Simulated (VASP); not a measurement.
Wanted: the native input for a VASP 6.6.1 run.

- Task: single point
- Functional: r2SCAN
- Potentials or basis: VASP PAW PBE potentials, release 64 (Al)
- Cutoff: 520 eV
- k mesh: 18 × 18 × 14
- Occupations: gaussian, width 0.1 eV
- Spin: no spin polarisation
- Dipole correction: no
- Further INCAR settings: ALGO = Normal; EDIFF = 1e-07; NBANDS = 10

Al:

```
CELL_PARAMETERS angstrom
2.08617 2.08617 0.00000
-2.08617 2.08617 0.00000
0.00000 0.00000 3.83313
ATOMIC_POSITIONS crystal
Al 0.00000 0.00000 0.00000
Al 0.50000 0.50000 0.50000
```

This cell differs from its parent crystal: biaxial strain in the a-b plane: +4.5 %, then relaxed in part.

The input as run:

POSCAR

```
Al
1.0
    2.0861749703      2.0861749703      0.0000000000
   -2.0861749703      2.0861749703      0.0000000000
    0.0000000000      0.0000000000      3.8331349151
Al
2
Direct
    0.0000000000      0.0000000000      0.0000000000
    0.5000000000      0.5000000000      0.5000000000
```

INCAR.step1

```
SYSTEM = Al
PREC     = Accurate       ! precision mode
ENCUT    = 520            ! plane-wave cutoff, eV
ISMEAR   = 0              ! smearing method
SIGMA    = 0.1            ! smearing width, eV
LREAL    = .False.        ! projectors in reciprocal space
LASPH    = .True.         ! aspherical terms in the spheres
NELM     = 100            ! most SCF steps
NBANDS   = 10             ! bands
GGA      = PE             ! functional
ALGO     = Normal         ! electronic algorithm
EDIFF    = 1E-4           ! SCF threshold, eV
LWAVE    = .True.         ! write WAVECAR
LCHARG   = .False.        ! write CHGCAR
```

INCAR.step2

```
SYSTEM = Al
PREC     = Accurate       ! precision mode
ENCUT    = 520            ! plane-wave cutoff, eV
EDIFF    = 1E-7           ! SCF threshold, eV
ISMEAR   = 0              ! smearing method
SIGMA    = 0.1            ! smearing width, eV
LREAL    = .False.        ! projectors in reciprocal space
LASPH    = .True.         ! aspherical terms in the spheres
NELM     = 100            ! most SCF steps
ALGO     = Normal         ! electronic algorithm
ISIF     = 2              ! what is computed and relaxed
LWAVE    = .False.        ! write WAVECAR
LCHARG   = .False.        ! write CHGCAR
METAGGA  = R2SCAN         ! meta-GGA
LMIXTAU  = .True.       
NBANDS   = 10             ! bands
ISTART   = 1
```

KPOINTS

```
regular mesh
0
Gamma
  18 18 14
  0 0 0
```

Potentials or basis: VASP PAW PBE potentials, release 64 (Al).

Launch:

```console
$ cat potpaw_PBE.64/Al/POTCAR > POTCAR
$ cp INCAR.step1 INCAR
$ mpirun -np 1 vasp_std > vasp.out
$ cp INCAR.step2 INCAR
$ mpirun -np 1 vasp_std > vasp.out
```

It gave:

The pressure is -3.7 GPa and the band gap on the k mesh is zero (bands 3 and 4 overlap by 11.66 eV).

Caveat: the cell differs from its parent crystal (biaxial strain in the a-b plane: +4.5 %, then relaxed in part); the stress differs along the axes, from -5 to -0 GPa; the PAW data sets were made with another functional, which shifts forces and pressure a little.

Wall time 3.1 min on 1 thread of Intel(R) Xeon(R) Platinum 8375C CPU @ 2.90GHz (Ice Lake) (shared host), peak memory 0.24 GiB.
